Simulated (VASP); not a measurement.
Here is a VASP 6.6.1 calculation.

Contents of INCAR:

```
SYSTEM = MgS
  PREC = Accurate
  ENCUT = 520
  EDIFF = 1E-6
  ISMEAR = -1
  SIGMA = 0.02
  LREAL = .False.
  LASPH = .True.
  NELM = 60
  ALGO = Normal
  ISIF = 2
  LWAVE = .False.
  LCHARG = .True.
  GGA = PS
  LELF = .True.
  LVHAR = .True.
  NBANDS = 11
```

File KPOINTS:

```
Automatic mesh
0
Gamma
  8 8 8
  0 0 0
```

POSCAR

```
MgS
1.0
    0.0000000000      2.5908813054      2.5908813054
    2.5908813054      0.0000000000      2.5908813054
    2.5908813054      2.5908813054      0.0000000000
Mg S
1 1
Direct
    0.0000000000      0.0000000000      0.0000000000
    0.5000000000      0.5000000000      0.5000000000
```

Potentials or basis: VASP PAW PBE potentials, release 64 (Mg, S).

Run with:

```bash
$ cat potpaw_PBE.64/Mg/POTCAR potpaw_PBE.64/S/POTCAR > POTCAR
$ mpirun -np 1 vasp_std > vasp.out
```

Q: Predict the pressure.

A: -0.2 GPa.

Q: Estimate the band gap on the k mesh.

A: 2.73 eV (least direct gap 3.69 eV).

Caveat: the PAW data sets were made with another functional, which shifts forces and pressure a little. A k mesh can miss the band edges.
